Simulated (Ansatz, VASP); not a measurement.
**HfB2: VASP beside Ansatz**

INCAR

```
  PREC = Accurate
  ENCUT = 520
  EDIFF = 1E-6
  ISMEAR = -1
  SIGMA = 0.05
  LREAL = False
  LASPH = True
  NELM = 100
  ALGO = Normal
  ISIF = 2
  LWAVE = False
  LCHARG = False
  GGA = PS
  NBANDS = 15
```

KPOINTS

```
Automatic mesh
0
Gamma
  13 13 11
```

File POSCAR:

```
HfB2
1.0
    3.1294983495      0.0000000000      0.0000000000
   -1.5647491748      2.7102250717      0.0000000000
    0.0000000000      0.0000000000      3.4683611171
Hf B
1 2
Direct
    0.0000000000      0.0000000000      0.0000000000
    0.3333333333      0.6666666667      0.5000000000
    0.6666666667      0.3333333333      0.5000000000
```

Input for Ansatz:

```yaml
crystal:
  lattice:
    - [3.1294983495, 0.0, 0.0]
    - [-1.5647491748, 2.7102250717, 0.0]
    - [0.0, 0.0, 3.4683611171]
  atoms:
    - { symbol: Hf, position: [0.0, 0.0, 0.0] }
    - { symbol: B, position: [0.3333333333, 0.6666666667, 0.5] }
    - { symbol: B, position: [0.6666666667, 0.3333333333, 0.5] }
kpoints:
  mp_grid: { grid: [13, 13, 11] }
  band_path:
    path:
      - [0.0, 0.0, 0.0]
      - [0.5, 0.0, 0.0]
      - [0.3333333333, 0.3333333333, 0.0]
      - [0.0, 0.0, 0.0]
      - [0.0, 0.0, 0.5]
      - [0.5, 0.0, 0.5]
      - [0.3333333333, 0.3333333333, 0.5]
      - [0.0, 0.0, 0.5]
      - [0.5, 0.0, 0.5]
    npoints: 5
scf:
  occupations: { method: fermi_dirac, width: 0.05 }
hamiltonian:
  xc: pbesol
  pseudopotentials: { kind: all_electron, lapw: { basis_error: 0.0005 } }
output:
  forces: true
  stress: true
  eigenvalues: true
```

Change from the starting cell: volume scaled by 0.99.

Alike in both runs: task single point; functional PBEsol; k mesh 13 × 13 × 11; occupations fermi-dirac, width 0.05 eV; no spin polarisation.

```csv
,VASP,Ansatz
version,VASP 6.6.1,Ansatz 0.2.0
potentials or method,"VASP PAW PBE potentials, release 64 (Hf_pv, B), cutoff 520 eV","all-electron LAPW, scalar-relativistic"
```

|  | VASP | Ansatz | Ansatz less VASP |
| --- | --- | --- | --- |
| pressure (GPa) | -1.9 | -1.8 | +0.14 |
| traceless stress, the component that is largest in VASP (GPa) | -0.97 | -1.10 | -0.134 |

VASP's potentials were made for PBE, not for PBEsol. Ansatz ran all-electron here, and VASP with PAW potentials.

Neither program's run includes spin-orbit coupling.
